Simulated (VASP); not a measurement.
# BeZn3Se4 (P3m1) in VASP: a series of runs, part 2 of 2

VASP 6.6.1. The steps go on from the part before.

### Step 3. Single point, PBE

This run uses another cell than the first one, of 22.01 Å³/atom.

INCAR

```
PREC = Accurate ; ENCUT = 520
EDIFF = 1E-6 ; ISMEAR = 0
SIGMA = 0.02 ; LREAL = F
LASPH = T ; NELM = 100
ALGO = Normal ; ISIF = 2
LWAVE = F ; LCHARG = F
GGA = PE ; NBANDS = 41
```

KPOINTS

```
regular mesh
0
Gamma
  12 12 2
```

POSCAR

```
BeZn3Se4
1.0
    3.9487355755      0.0000000000      0.0000000000
   -1.9743677878      3.4197053212      0.0000000000
    0.0000000000      0.0000000000     13.0379726000
Be Zn Se
1 3 4
Direct
    0.3333333333      0.6666666667      0.0012130000
    0.3333333333      0.6666666667      0.5008500000
    0.6666666667      0.3333333333      0.2425510000
    0.6666666667      0.3333333333      0.7597200000
    0.3333333333      0.6666666667      0.1733880000
    0.3333333333      0.6666666667      0.6903950000
    0.6666666667      0.3333333333      0.4319450000
    0.6666666667      0.3333333333      0.9499360000
```

Potentials or basis: VASP PAW PBE potentials, release 64 (Be, Zn, Se).

Started as:

```
$ cat potpaw_PBE.64/Be/POTCAR potpaw_PBE.64/Zn/POTCAR potpaw_PBE.64/Se/POTCAR > POTCAR
$ mpirun -np 1 vasp_std > vasp.out
```

OUTCAR:

```text
PREC = Accurate
   ENCUT = 520
   EDIFF = 1E-6
   ISMEAR = 0
   LREAL = F
   LASPH = T
   NELM = 100
   ISIF = 2
   GGA = PE

 ion  position               nearest neighbor table
   1  0.333  0.667  0.001-   5 2.24   8 2.38   8 2.38   8 2.38
   2  0.333  0.667  0.501-   7 2.45   7 2.45   7 2.45   6 2.47
   3  0.667  0.333  0.243-   5 2.45   5 2.45   5 2.45   7 2.47
   4  0.667  0.333  0.760-   6 2.45   6 2.45   6 2.45   8 2.48
   5  0.333  0.667  0.173-   1 2.24   3 2.45   3 2.45   3 2.45
   6  0.333  0.667  0.690-   4 2.45   4 2.45   4 2.45   2 2.47
   7  0.667  0.333  0.432-   2 2.45   2 2.45   2 2.45   3 2.47
   8  0.667  0.333  0.950-   1 2.38   1 2.38   1 2.38   4 2.48

  LATTYP: Found a hexagonal cell.
 ALAT       =     3.9487355755
 C/A-ratio  =     3.3018094908

  Lattice vectors:

 A1 = (   3.9487355755,   0.0000000000,   0.0000000000)
 A2 = (  -1.9743677878,   3.4197053212,   0.0000000000)
 A3 = (   0.0000000000,   0.0000000000,  13.0379726000)

Analysis of symmetry for initial positions (statically):
=====================================================================
 Subroutine PRICEL returns:
 Original cell was already a primitive cell.

 Routine SETGRP: Setting up the symmetry group for a
 hexagonal supercell.

 Subroutine GETGRP returns: Found  6 space group operations
 (whereof  6 operations were pure point group operations)
 out of a pool of 24 trial point group operations.

The static configuration has the point symmetry C_3v.

Analysis of symmetry for dynamics (positions and initial velocities):
=====================================================================
 Subroutine PRICEL returns:
 Original cell was already a primitive cell.

 Routine SETGRP: Setting up the symmetry group for a
 hexagonal supercell.

 Subroutine GETGRP returns: Found  6 space group operations
 (whereof  6 operations were pure point group operations)
 out of a pool of 24 trial point group operations.

[... 137 lines left out ...]
   GGA     = PE    functional components
   LHFCALC =     F    Hartree Fock is set to
   AEXX    =    0.0000 exact exchange contribution
   IVDW    =     0    specifies the selected vdW correction
   LEPSILON=     F    determine dielectric tensor
   LRPA    =     F    only Hartree local field effects (RPA)
 non-spin polarized calculation
 Gauss-broadening in eV      SIGMA  =   0.02
  energy-cutoff  :      520.00
  volume of cell :      176.06
 maximum number of plane-waves:      4788
 NGX is ok and might be reduce to    30
   NGX = 15   NGY = 15   NGZ = 49

 number of electron      61.9999964 magnetization

 Free energy of the ion-electron system (eV)
  ---------------------------------------------------
  ext. energy  EPLUGINS =         0.00000000
  ---------------------------------------------------
  free energy    TOTEN  =       -26.63490194 eV

  energy without entropy =      -26.63490194  energy(sigma->0) =      -26.63490194

 E-fermi :   1.9580     XC(G=0):  -9.2110

 val. band max:        1.8478866568   @ k =   0.0000   0.0000   0.0000
 cond. band min:       3.4387554875   @ k =   0.0000   0.0000   0.0000
 fundamental gap:      1.5908688307
 Fermi energy:         1.9580266201

 k-point     1 :       0.0000    0.0000    0.0000
  band No.  band energies     occupation
      1     -11.4951      2.00000
      2     -11.1495      2.00000
      3     -11.0307      2.00000
      4     -10.5848      2.00000
      5      -4.7462      2.00000
      6      -4.7234      2.00000
[... 1045 lines left out ...]
     40       8.1859      0.00000
     41       8.7424      0.00000

 [... further k-points ...]

------------------------ aborting loop because EDIFF is reached ----------------------------------------

  FORCE on cell =-STRESS in cart. coord.  units (eV):
  Direction    XX          YY          ZZ          XY          YZ          ZX
  --------------------------------------------------------------------------------------
  -------------------------------------------------------------------------------------
  Total        0.2343722      0.2343722      0.2020346     -0.0000000      0.0000000      0.0000000
  in kB        2.1328479      2.1328479      1.8385675     -0.0000000      0.0000000      0.0000000
  external PRESSURE =       2.0347544 kB  Pullay stress =       0.0000000 kB

 VOLUME and BASIS-vectors are now :
 -----------------------------------------------------------------------------
  energy-cutoff  :      520.00
  volume of cell :      176.06
      direct lattice vectors                 reciprocal lattice vectors
     3.948735576  0.000000000  0.000000000     0.253245623  0.146211428  0.000000000
    -1.974367788  3.419705321  0.000000000     0.000000000  0.292422857  0.000000000
     0.000000000  0.000000000 13.037972600     0.000000000  0.000000000  0.076699041

 POSITION                                       TOTAL-FORCE (eV/Angst)
 -----------------------------------------------------------------------------------
     -0.00000      2.27980      0.01582         0.000000     -0.000000     -0.006750
     -0.00000      2.27980      6.53007         0.000000     -0.000000      0.004403
      1.97437      1.13990      3.16237         0.000000     -0.000000      0.005390
      1.97437      1.13990      9.90521         0.000000     -0.000000      0.010059
     -0.00000      2.27980      2.26063         0.000000     -0.000000     -0.014139
     -0.00000      2.27980      9.00135        -0.000000      0.000000     -0.006594
      1.97437      1.13990      5.63169        -0.000000     -0.000000     -0.004497
      1.97437      1.13990     12.38524        -0.000000      0.000000      0.012128
 -----------------------------------------------------------------------------------
    total drift:                                0.000000     -0.000001      0.001069

  FREE ENERGIE OF THE ION-ELECTRON SYSTEM (eV)
  ---------------------------------------------------
  free  energy   TOTEN  =       -26.6349019402 eV

  energy  without entropy=      -26.6349019402  energy(sigma->0) =      -26.63490194
```

It took 4 min on 1 thread of Intel Xeon Platinum 8488C (Sapphire Rapids), shared host; peak memory 0.42 GiB.

Results:

```
Free energy            : -26.6349 eV
Pressure               : 0.2 GPa
Largest force          : 0.014 eV/Å
Band gap on the k mesh : 1.59 eV
```

Forces on the atoms (eV/Å):
```
Be   0.000  0.000 -0.007
Zn   0.000  0.000  0.004
Zn   0.000  0.000  0.005
Zn   0.000  0.000  0.010
Se   0.000  0.000 -0.014
Se   0.000  0.000 -0.007
Se   0.000  0.000 -0.004
Se   0.000  0.000  0.012
```

### Step 4. Single point, PBE

This run uses another cell than the first one, of 22.01 Å³/atom.

INCAR

```
SYSTEM = BeZn3Se4
ALGO     = Normal         ! electronic algorithm
EDIFF    = 1E-7           ! SCF threshold, eV
ENCUT    = 520            ! plane-wave cutoff, eV
GGA      = PE             ! functional
ISIF     = 2              ! what is computed and relaxed
ISMEAR   = 0              ! smearing method
LASPH    = .TRUE.         ! aspherical terms in the spheres
LCHARG   = .TRUE.         ! write CHGCAR
LELF     = .TRUE.         ! ELF
LREAL    = .FALSE.        ! projectors in reciprocal space
LVHAR    = .TRUE.       
LWAVE    = .FALSE.        ! write WAVECAR
NBANDS   = 41             ! bands
NELM     = 60             ! most SCF steps
PREC     = Accurate       ! precision mode
SIGMA    = 0.02           ! smearing width, eV
```

KPOINTS

```
k-points
0
G
  12 12 2
  0 0 0
```

POSCAR is that of step 3.

Started as:

```
$ cat potpaw_PBE.64/Be/POTCAR potpaw_PBE.64/Zn/POTCAR potpaw_PBE.64/Se/POTCAR > POTCAR
$ mpirun -np 1 vasp_std > vasp.out
```

Wall time 6.3 min (1 thread of Intel Xeon Platinum 8488C (Sapphire Rapids), shared host); peak memory 0.42 GiB.

Results (log left out):

| Item | Value |
| --- | --- |
| Free energy | -26.6349 eV |
| Pressure | 0.2 GPa |
| Largest force | 0.014 eV/Å |
| Band gap on the k mesh | 1.59 eV |

Forces in eV/Å, atoms in the order of the input:
```
Be   0.000  0.000 -0.007
Zn   0.000  0.000  0.004
Zn   0.000  0.000  0.005
Zn   0.000  0.000  0.010
Se   0.000  0.000 -0.014
Se   0.000  0.000 -0.007
Se   0.000  0.000 -0.005
Se   0.000  0.000  0.012
```

Levels at points of the mesh, in eV from the valence-band top:
```
           k point  band 27  band 28  band 29  band 30  band 31  band 32  band 33  band 34  band 35  band 36
(0.00, 0.00, 0.00)    -0.40    -0.40    -0.28     0.00     0.00     1.59     2.62     3.01     3.16     4.76
(0.50, 0.00, 0.00)    -1.83    -1.73    -1.65    -1.52    -0.90     2.65     2.99     3.15     3.76     4.43
(0.00, 0.00, 0.50)    -0.66    -0.23    -0.23    -0.08    -0.08     2.42     2.65     2.82     2.94     4.76
(0.50, 0.00, 0.50)    -1.91    -1.73    -1.44    -1.20    -1.07     2.58     2.92     3.22     3.41     4.95
```

A k mesh can miss the band edges.

### Step 5. Single point, r2SCAN

This run uses another cell than the first one, of 22.01 Å³/atom.

POSCAR is that of step 4.

INCAR.step1

```
SYSTEM = BeZn3Se4
PREC = Accurate ; ENCUT = 520
ISMEAR = 0 ; SIGMA = 0.02
LREAL = .False. ; LASPH = .True.
NELM = 60 ; NBANDS = 41
GGA = PE ; ALGO = Normal
EDIFF = 1E-4 ; LWAVE = .True.
LCHARG = .False.
```

INCAR.step2

```
SYSTEM = BeZn3Se4
PREC = Accurate ; ENCUT = 520
EDIFF = 1E-6 ; ISMEAR = 0
SIGMA = 0.02 ; LREAL = .False.
LASPH = .True. ; NELM = 60
ALGO = Normal ; ISIF = 2
LWAVE = .False. ; LCHARG = .True.
METAGGA = R2SCAN ; LMIXTAU = .True.
LELF = .True. ; LVHAR = .True.
NBANDS = 41 ; ISTART = 1
```

KPOINTS

```
Automatic mesh
0
Gamma
  12 12 2
  0 0 0
```

Started as:

```
$ cat potpaw_PBE.64/Be/POTCAR potpaw_PBE.64/Zn/POTCAR potpaw_PBE.64/Se/POTCAR > POTCAR
$ cp INCAR.step1 INCAR
$ mpirun -np 1 vasp_std > vasp.out
$ cp INCAR.step2 INCAR
$ mpirun -np 1 vasp_std > vasp.out
```

It took 23 min on 1 thread of Intel Xeon Platinum 8259CL at 2.50GHz (Skylake/Cascade Lake), shared host; peak memory 0.47 GiB.

The run converged. Its results:

```
Free energy            : -94.9408 eV
Pressure               : -1.8 GPa
Largest force          : 0.136 eV/Å
Band gap on the k mesh : 2.18 eV
```

Forces in eV/Å, atoms in the order of the input:
```
Be   0.000  0.000  0.017
Zn   0.000  0.000  0.003
Zn   0.000  0.000 -0.002
Zn   0.000  0.000 -0.034
Se   0.000  0.000  0.132
Se   0.000  0.000  0.006
Se   0.000  0.000  0.014
Se   0.000  0.000 -0.136
```

Stress tensor (GPa, compression positive):
```
-1.77  0.00  0.00
 0.00 -1.77  0.00
 0.00  0.00 -1.85
```

Levels at points of the mesh, in eV from the valence-band top:
```csv
k point,band 27,band 28,band 29,band 30,band 31,band 32,band 33,band 34,band 35,band 36
"(0.00, 0.00, 0.00)",-0.40,-0.40,-0.28,0.00,0.00,2.18,3.15,3.58,3.71,5.33
"(0.50, 0.00, 0.00)",-1.85,-1.76,-1.67,-1.55,-0.91,3.12,3.42,3.57,4.29,4.86
"(0.00, 0.00, 0.50)",-0.67,-0.23,-0.23,-0.08,-0.08,2.96,3.19,3.37,3.50,5.34
"(0.50, 0.00, 0.50)",-1.95,-1.76,-1.46,-1.22,-1.09,3.05,3.35,3.67,3.83,5.43
```

Caveat: the PAW data sets were made with another functional, which shifts forces and pressure a little. A k mesh can miss the band edges.

### Step 6. Summary

```tsv
level	cell	gap on the mesh (eV)	pressure (GPa)	largest force (eV/Å)
PBE	a = 3.906, b = 3.906, c = 12.927 Å, angles 90.0, 90.0, 120.0°, 8 atoms, atomic positions A	1.71	2.2	0.01
PBE	a = 3.949, b = 3.949, c = 13.038 Å, angles 90.0, 90.0, 120.0°, 8 atoms, atomic positions B	1.59	0.2	0.01
r2SCAN	a = 3.949, b = 3.949, c = 13.038 Å, angles 90.0, 90.0, 120.0°, 8 atoms, atomic positions B	2.18	-1.8	0.14
```

Alike in all rows: task single point; potentials or basis VASP PAW PBE potentials, release 64 (Be, Zn, Se); no spin polarisation; k mesh 12 × 12 × 2; cutoff (eV) 520; smearing gaussian 0.02 eV.

Caveats: the PAW data sets were made with another functional, which shifts forces and pressure a little (at least some runs).

Absolute energies hang on the potentials; compare differences alone.
